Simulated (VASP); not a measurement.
# MgO (Fm-3m) in VASP: a series of runs, part 2 of 2

VASP 6.6.1. Earlier steps stand in the parts before.

## 3. Dielectric tensor, r2SCAN (strain +3.0%)

Input file INCAR:

```
PREC     = Accurate       # precision mode
ENCUT    = 520            # plane-wave cutoff, eV
EDIFF    = 1E-8           # SCF threshold, eV
ISMEAR   = 0              # smearing method
SIGMA    = 0.01           # smearing width, eV
LREAL    = F              # projectors in reciprocal space
LASPH    = T              # aspherical terms in the spheres
NELM     = 100            # most SCF steps
ALGO     = Normal         # electronic algorithm
ISIF     = 2              # what is computed and relaxed
LWAVE    = F              # write WAVECAR
LCHARG   = F              # write CHGCAR
METAGGA  = R2SCAN         # meta-GGA
LMIXTAU  = T            
LCALCEPS = T
```

Input file KPOINTS:

```
regular mesh
0
Gamma
  8 8 8
```

Input file POSCAR:

```
MgO
1.0
    0.0000000000      2.1652324379      2.1652324379
    2.1652324379      0.0000000000      2.1652324379
    2.1652324379      2.1652324379      0.0000000000
Mg O
1 1
Direct
    0.0000000000      0.0000000000      0.0000000000
    0.5000000000      0.5000000000      0.5000000000
```

Potentials or basis: VASP PAW PBE potentials, release 64 (Mg, O).

Launch:

```
> cat potpaw_PBE.64/Mg/POTCAR potpaw_PBE.64/O/POTCAR > POTCAR
> mpirun -np 1 vasp_std > vasp.out
```

OUTCAR:

```text
PREC = Accurate
   ENCUT = 520
   EDIFF = 1E-8
   ISMEAR = 0
   LREAL = F
   LASPH = T
   NELM = 100
   ISIF = 2
   METAGGA = R2SCAN

 ion  position               nearest neighbor table
   1  0.000  0.000  0.000-   2 2.17   2 2.17   2 2.17   2 2.17   2 2.17   2 2.17
   2  0.500  0.500  0.500-   1 2.17   1 2.17   1 2.17   1 2.17   1 2.17   1 2.17

  LATTYP: Found a face centered cubic cell.
 ALAT       =     4.3304648758

  Lattice vectors:

 A1 = (   0.0000000000,   2.1652324379,   2.1652324379)
 A2 = (   2.1652324379,   0.0000000000,   2.1652324379)
 A3 = (   2.1652324379,   2.1652324379,   0.0000000000)

Analysis of symmetry for initial positions (statically):
=====================================================================
 Subroutine PRICEL returns:
 Original cell was already a primitive cell.

 Routine SETGRP: Setting up the symmetry group for a
 face centered cubic supercell.

 Subroutine GETGRP returns: Found 48 space group operations
 (whereof 48 operations were pure point group operations)
 out of a pool of 48 trial point group operations.

The static configuration has the point symmetry O_h .

Analysis of symmetry for dynamics (positions and initial velocities):
=====================================================================
 Subroutine PRICEL returns:
 Original cell was already a primitive cell.

 Routine SETGRP: Setting up the symmetry group for a
 face centered cubic supercell.

 Subroutine GETGRP returns: Found 48 space group operations
 (whereof 48 operations were pure point group operations)
 out of a pool of 48 trial point group operations.

The dynamic configuration has the point symmetry O_h .

 Subroutine INISYM returns: Found 48 space group operations
 (whereof 48 operations are pure point group operations),
 and found     1 'primitive' translations

----------------------------------------------------------------------------------------

                                     Primitive cell

  volume of cell :      20.3022

  direct lattice vectors                    reciprocal lattice vectors
     0.000000000  2.165232438  2.165232438    -0.230922090  0.230922090  0.230922090
     2.165232438  0.000000000  2.165232438     0.230922090 -0.230922090  0.230922090
     2.165232438  2.165232438  0.000000000     0.230922090  0.230922090 -0.230922090

  length of vectors
     3.062101079  3.062101079  3.062101079     0.399968793  0.399968793  0.399968793

  position of ions in fractional coordinates (direct lattice)
     0.000000000  0.000000000  0.000000000
     0.500000000  0.500000000  0.500000000

  ion indices of the primitive-cell ions
   primitive index   ion index
                 1           1
                 2           2

----------------------------------------------------------------------------------------

 KPOINTS: regular mesh

[... 80 lines left out ...]
   EMIN   =  10.00;   EMAX   =-10.00  energy-range for DOS
   EFERMI =   0.00;   METHOD = LEGACY
   ISMEAR =     0;   SIGMA  =   0.01  broadening in eV -4-tet -1-fermi 0-gaus
   EFERMI_NEDOS =   21; number of points for ismear=-14 and -15
   IALGO  =     38    algorithm
   IMIX   =      4    mixing-type and parameters
     AMIX     =   0.40;   BMIX     =  1.00
     AMIX_MAG =   1.60;   BMIX_MAG =  1.00
  volume/ion in A,a.u.               =      10.15        68.50
  Fermi-wavevector in a.u.,A,eV,Ry     =   1.200209  2.268067 19.599223  1.440502
  Thomas-Fermi vector in A             =   2.336051
   LORBIT       =      0    0 simple, 1 ext, 2 COOP (PROOUT), +10 PAW based schemes
   METAGGA = R2SCAN    functional components
   LHFCALC =     F    Hartree Fock is set to
   AEXX    =    0.0000 exact exchange contribution
   IVDW    =     0    specifies the selected vdW correction
   LEPSILON=     F    determine dielectric tensor
   LRPA    =     F    only Hartree local field effects (RPA)
   LRPA       =     F
 non-spin polarized calculation
 Gauss-broadening in eV      SIGMA  =   0.01
  energy-cutoff  :      520.00
  volume of cell :       20.30
 maximum number of plane-waves:       568
   NGX = 11   NGY = 11   NGZ = 11

 Total electronic dipole moment: p[elc]=(    -0.00000    -0.00000    -0.00000 ) |e| Angst

 number of electron       7.9999996 magnetization

 Free energy of the ion-electron system (eV)
  ---------------------------------------------------
  ext. energy  EPLUGINS =         0.00000000
  ---------------------------------------------------
  free energy    TOTEN  =       -16.08008014 eV

  energy without entropy =      -16.08008014  energy(sigma->0) =      -16.08008014

 E-fermi :   2.2520     XC(G=0): -11.1740

 val. band max:        2.1941926969   @ k =   0.0000   0.0000   0.0000
 cond. band min:   10000.0000000000   @ k =   0.0000   0.0000   0.0000
 fundamental gap:   9997.8058073031
 Fermi energy:         2.2520366004

 k-point     1 :       0.0000    0.0000    0.0000
  band No.  band energies     occupation
      1     -15.6039      2.00000
      2       2.1942      2.00000
      3       2.1942      2.00000
      4       2.1942      2.00000
      5   10000.0000      0.00000
      6   10000.0000      0.00000
      7   10000.0000      0.00000
      8   10000.0000      0.00000
[... 243 lines left out ...]
 k-point    24 :      -0.3750    0.2500    0.1250
  band No.  band energies     occupation
      1     -14.4229      2.00000
      2      -1.4862      2.00000
      3       0.4311      2.00000
      4       1.2951      2.00000
      5   10000.0000      0.00000
      6   10000.0000      0.00000
      7   10000.0000      0.00000
      8   10000.0000      0.00000

 [... further k-points ...]

------------------------ aborting loop because EDIFF is reached ----------------------------------------

            Ionic dipole moment: p[ion]=(   -12.99139   -12.99139   -12.99139 ) |e| Angst

 Total electronic dipole moment: p[elc]=(     0.00000     0.00000     0.00226 ) |e| Angst

 MACROSCOPIC STATIC DIELECTRIC TENSOR (including local field effects)
 ------------------------------------------------------
           3.017391     0.000000    -0.000000
           0.000000     3.017391    -0.000000
           0.000000     0.000000     3.017391
 ------------------------------------------------------

 PIEZOELECTRIC TENSOR (including local field effects) (e Angst)
          XX          YY          ZZ          XY          YZ          ZX
  --------------------------------------------------------------------------------
  x     0.00000     0.00000     0.00000     0.00000     0.00000     0.00000
  y     0.00000     0.00000     0.00000     0.00000     0.00000     0.00000
  z     0.00000     0.00000     0.00000     0.00000     0.00000     0.00000

 PIEZOELECTRIC TENSOR (including local field effects) (C/m^2)
          XX          YY          ZZ          XY          YZ          ZX
  --------------------------------------------------------------------------------
  x     0.00000     0.00000     0.00000     0.00000     0.00000     0.00000
  y     0.00000     0.00000     0.00000     0.00000     0.00000     0.00000
  z     0.00000     0.00000     0.00000     0.00000     0.00000     0.00000

 BORN EFFECTIVE CHARGES (including local field effects) (in |e|, cummulative output)
 ---------------------------------------------------------------------------------
 ion    1
    1     2.00233    -0.00000     0.00000
    2     0.00000     2.00233     0.00000
    3    -0.00000    -0.00000     2.00233
 ion    2
    1    -2.00233     0.00000     0.00000
    2     0.00000    -2.00233     0.00000
    3     0.00000     0.00000    -2.00233

  FORCE on cell =-STRESS in cart. coord.  units (eV):
  Direction    XX          YY          ZZ          XY          YZ          ZX
  --------------------------------------------------------------------------------------
  -------------------------------------------------------------------------------------
  Total       -1.6980883     -1.6980883     -1.6980883     -0.0000000     -0.0000000     -0.0000000
  in kB     -134.0069365   -134.0069365   -134.0069365     -0.0000000     -0.0000000     -0.0000000
  external PRESSURE =    -134.0069365 kB  Pullay stress =       0.0000000 kB

 VOLUME and BASIS-vectors are now :
 -----------------------------------------------------------------------------
  energy-cutoff  :      520.00
  volume of cell :       20.30
      direct lattice vectors                 reciprocal lattice vectors
     0.000000000  2.165232438  2.165232438    -0.230922090  0.230922090  0.230922090
     2.165232438  0.000000000  2.165232438     0.230922090 -0.230922090  0.230922090
     2.165232438  2.165232438  0.000000000     0.230922090  0.230922090 -0.230922090

 POSITION                                       TOTAL-FORCE (eV/Angst)
 -----------------------------------------------------------------------------------
      0.00000      0.00000      0.00000        -0.000000      0.000000      0.000000
      2.16523      2.16523      2.16523         0.000000     -0.000000     -0.000000
 -----------------------------------------------------------------------------------
    total drift:                               -0.000000     -0.000000      0.000000

  FREE ENERGIE OF THE ION-ELECTRON SYSTEM (eV)
  ---------------------------------------------------
  free  energy   TOTEN  =       -16.0800801426 eV

  energy  without entropy=      -16.0800801426  energy(sigma->0) =      -16.08008014
```

Wall time 9.1 min (1 thread of Intel Xeon Platinum 8488C (Sapphire Rapids), shared host); peak memory 0.25 GiB.

Results:

```
Band gap on the k mesh                  : 4.80 eV, direct
Electronic dielectric tensor (diagonal) : 3.02
Born charges (mean of the diagonal)     : Mg +2.00; O -2.00 e
```

Electronic dielectric tensor:
```
3.02 0.00 0.00
0.00 3.02 0.00
0.00 0.00 3.02
```

Born effective charge tensors (e):
atom 1, Mg
```
2.00 0.00 0.00
0.00 2.00 0.00
0.00 0.00 2.00
```
atom 2, O
```
-2.00  0.00  0.00
 0.00 -2.00  0.00
 0.00  0.00 -2.00
```

Dipole moments of the cell (e·Å, modulo the quantum): ionic -12.991, -12.991, -12.991; electronic 0.000, 0.000, 0.002

Caveat: the cell differs from its parent crystal (strain +3.0%); the PAW data sets were made with another functional, which shifts forces and pressure a little.

## 4. Dielectric tensor, r2SCAN (strain +4.0%)

Input file INCAR:

```
PREC = Accurate
ENCUT = 520
EDIFF = 1E-8
ISMEAR = 0
SIGMA = 0.01
LREAL = False
LASPH = True
NELM = 80
ALGO = Normal
ISIF = 2
LWAVE = False
LCHARG = False
METAGGA = R2SCAN
LMIXTAU = True
LCALCEPS = True
```

Input file KPOINTS:

```
Automatic mesh
0
Gamma
  8 8 8
```

Input file POSCAR:

```
MgO
1.0
    0.0000000000      2.1862541121      2.1862541121
    2.1862541121      0.0000000000      2.1862541121
    2.1862541121      2.1862541121      0.0000000000
Mg O
1 1
Direct
    0.0000000000      0.0000000000      0.0000000000
    0.5000000000      0.5000000000      0.5000000000
```

Potentials or basis: VASP PAW PBE potentials, release 64 (Mg, O).

Launch:

```
> cat potpaw_PBE.64/Mg/POTCAR potpaw_PBE.64/O/POTCAR > POTCAR
> mpirun -np 1 vasp_std > vasp.out
```

OUTCAR:

```text
PREC = Accurate
   ENCUT = 520
   EDIFF = 1E-8
   ISMEAR = 0
   LREAL = False
   LASPH = True
   NELM = 80
   ISIF = 2
   METAGGA = R2SCAN

 ion  position               nearest neighbor table
   1  0.000  0.000  0.000-   2 2.19   2 2.19   2 2.19   2 2.19   2 2.19   2 2.19
   2  0.500  0.500  0.500-   1 2.19   1 2.19   1 2.19   1 2.19   1 2.19   1 2.19

  LATTYP: Found a face centered cubic cell.
 ALAT       =     4.3725082242

  Lattice vectors:

 A1 = (   0.0000000000,   2.1862541121,   2.1862541121)
 A2 = (   2.1862541121,   0.0000000000,   2.1862541121)
 A3 = (   2.1862541121,   2.1862541121,   0.0000000000)

Analysis of symmetry for initial positions (statically):
=====================================================================
 Subroutine PRICEL returns:
 Original cell was already a primitive cell.

 Routine SETGRP: Setting up the symmetry group for a
 face centered cubic supercell.

 Subroutine GETGRP returns: Found 48 space group operations
 (whereof 48 operations were pure point group operations)
 out of a pool of 48 trial point group operations.

The static configuration has the point symmetry O_h .

Analysis of symmetry for dynamics (positions and initial velocities):
=====================================================================
 Subroutine PRICEL returns:
 Original cell was already a primitive cell.

 Routine SETGRP: Setting up the symmetry group for a
 face centered cubic supercell.

 Subroutine GETGRP returns: Found 48 space group operations
 (whereof 48 operations were pure point group operations)
 out of a pool of 48 trial point group operations.

[... 411 lines left out ...]
 k-point    24 :      -0.3750    0.2500    0.1250
  band No.  band energies     occupation
      1     -14.5511      2.00000
      2      -1.5716      2.00000
      3       0.2999      2.00000
      4       1.1397      2.00000
      5   10000.0000      0.00000
      6   10000.0000      0.00000
      7   10000.0000      0.00000
      8   10000.0000      0.00000

 [... further k-points ...]

------------------------ aborting loop because EDIFF is reached ----------------------------------------

            Ionic dipole moment: p[ion]=(   -13.11752   -13.11752   -13.11752 ) |e| Angst

 Total electronic dipole moment: p[elc]=(     0.00000     0.00000     0.00237 ) |e| Angst

 MACROSCOPIC STATIC DIELECTRIC TENSOR (including local field effects)
 ------------------------------------------------------
           3.051098     0.000000     0.000000
          -0.000000     3.051098     0.000000
          -0.000000    -0.000000     3.051098
 ------------------------------------------------------

 PIEZOELECTRIC TENSOR (including local field effects) (e Angst)
          XX          YY          ZZ          XY          YZ          ZX
  --------------------------------------------------------------------------------
  x     0.00000     0.00000     0.00000     0.00000     0.00000     0.00000
  y     0.00000     0.00000     0.00000     0.00000     0.00000     0.00000
  z     0.00000     0.00000     0.00000     0.00000     0.00000     0.00000

 PIEZOELECTRIC TENSOR (including local field effects) (C/m^2)
          XX          YY          ZZ          XY          YZ          ZX
  --------------------------------------------------------------------------------
  x     0.00000     0.00000     0.00000     0.00000     0.00000     0.00000
  y     0.00000     0.00000     0.00000     0.00000     0.00000     0.00000
  z     0.00000     0.00000     0.00000     0.00000     0.00000     0.00000

 BORN EFFECTIVE CHARGES (including local field effects) (in |e|, cummulative output)
 ---------------------------------------------------------------------------------
 ion    1
    1     2.01624     0.00000    -0.00000
    2    -0.00000     2.01624    -0.00000
    3    -0.00000    -0.00000     2.01624
 ion    2
    1    -2.01624     0.00000     0.00000
    2     0.00000    -2.01624     0.00000
    3    -0.00000    -0.00000    -2.01624

  FORCE on cell =-STRESS in cart. coord.  units (eV):
  Direction    XX          YY          ZZ          XY          YZ          ZX
  --------------------------------------------------------------------------------------
  -------------------------------------------------------------------------------------
  Total       -2.1471511     -2.1471511     -2.1471511     -0.0000000     -0.0000000      0.0000000
  in kB     -164.6043347   -164.6043347   -164.6043347     -0.0000000     -0.0000000      0.0000000
  external PRESSURE =    -164.6043347 kB  Pullay stress =       0.0000000 kB

 VOLUME and BASIS-vectors are now :
 -----------------------------------------------------------------------------
  energy-cutoff  :      520.00
  volume of cell :       20.90
      direct lattice vectors                 reciprocal lattice vectors
     0.000000000  2.186254112  2.186254112    -0.228701685  0.228701685  0.228701685
     2.186254112  0.000000000  2.186254112     0.228701685 -0.228701685  0.228701685
     2.186254112  2.186254112  0.000000000     0.228701685  0.228701685 -0.228701685

 POSITION                                       TOTAL-FORCE (eV/Angst)
 -----------------------------------------------------------------------------------
      0.00000      0.00000      0.00000         0.000000      0.000000      0.000000
      2.18625      2.18625      2.18625        -0.000000      0.000000      0.000000
 -----------------------------------------------------------------------------------
    total drift:                               -0.000000     -0.000000      0.000000

  FREE ENERGIE OF THE ION-ELECTRON SYSTEM (eV)
  ---------------------------------------------------
  free  energy   TOTEN  =       -16.0249536881 eV

  energy  without entropy=      -16.0249536881  energy(sigma->0) =      -16.02495369
```

OSZICAR:

```text
N       E                     dE             d eps       ncg     rms          rms(c)
DAV:   1     0.922896588376E+01    0.92290E+01   -0.49027E+03   536   0.910E+02
DAV:   2    -0.193900533103E+02   -0.28619E+02   -0.27844E+02   560   0.147E+02
DAV:   3    -0.198090142812E+02   -0.41896E+00   -0.41896E+00   576   0.210E+01
[... 12 lines left out ...]
DMP:   7    -0.160249535892E+02   -0.12493E-06   -0.86005E-07  1200   0.199E-06   0.299E-07
DMP:   8    -0.160249536248E+02   -0.35658E-07   -0.43669E-07  1200   0.128E-06  -0.364E-07
DMP:   9    -0.160249536488E+02   -0.23970E-07   -0.37530E-07  1200   0.881E-07   0.110E-07
DMP:  10    -0.160249536736E+02   -0.24782E-07   -0.21521E-07  1200   0.381E-07   0.302E-07
DMP:  11    -0.160249536857E+02   -0.12147E-07   -0.63647E-08  1200   0.123E-07   0.692E-08
DMP:  12    -0.160249536881E+02   -0.23752E-08   -0.27641E-08  1200   0.898E-08  -0.399E-08
   1 F= -.16024954E+02 E0= -.16024954E+02  d E =-.153984E-18
```

Wall time 8.9 min (1 thread of Intel Xeon Platinum 8488C (Sapphire Rapids), shared host); peak memory 0.26 GiB.

What came out:

```yaml
Band_gap_on_the_k_mesh: 4.55 eV, direct
Electronic_dielectric_tensor_diagonal: 3.05
Born_charges_mean_of_the_diagonal: Mg +2.02; O -2.02 e
```

Electronic dielectric tensor:
```
3.05 0.00 0.00
0.00 3.05 0.00
0.00 0.00 3.05
```

Born effective charge tensors (e):
atom 1, Mg
```
2.02 0.00 0.00
0.00 2.02 0.00
0.00 0.00 2.02
```
atom 2, O
```
-2.02  0.00  0.00
 0.00 -2.02  0.00
 0.00  0.00 -2.02
```

Dipole moments of the cell (e·Å, modulo the quantum): ionic -13.118, -13.118, -13.118; electronic 0.000, 0.000, 0.002

Caveat: the cell differs from its parent crystal (strain +4.0%); the PAW data sets were made with another functional, which shifts forces and pressure a little.

## 5. Summary

| cell | gap on the mesh (eV) |
| --- | --- |
| a = 3.032 Å, angles 60.0°, 2 atoms | 5.08 |
| a = 3.062 Å, angles 60.0°, 2 atoms | 4.80 |
| a = 3.092 Å, angles 60.0°, 2 atoms | 4.55 |

Alike in all rows: task dielectric tensor; level r2SCAN; potentials or basis VASP PAW PBE potentials, release 64 (Mg, O); no spin polarisation; k mesh 8 × 8 × 8; cutoff (eV) 520; smearing gaussian 0.01 eV.

Caveats: the PAW data sets were made with another functional, which shifts forces and pressure a little.

Total energies depend on the potentials used, so only differences within one code and one set of settings carry meaning.
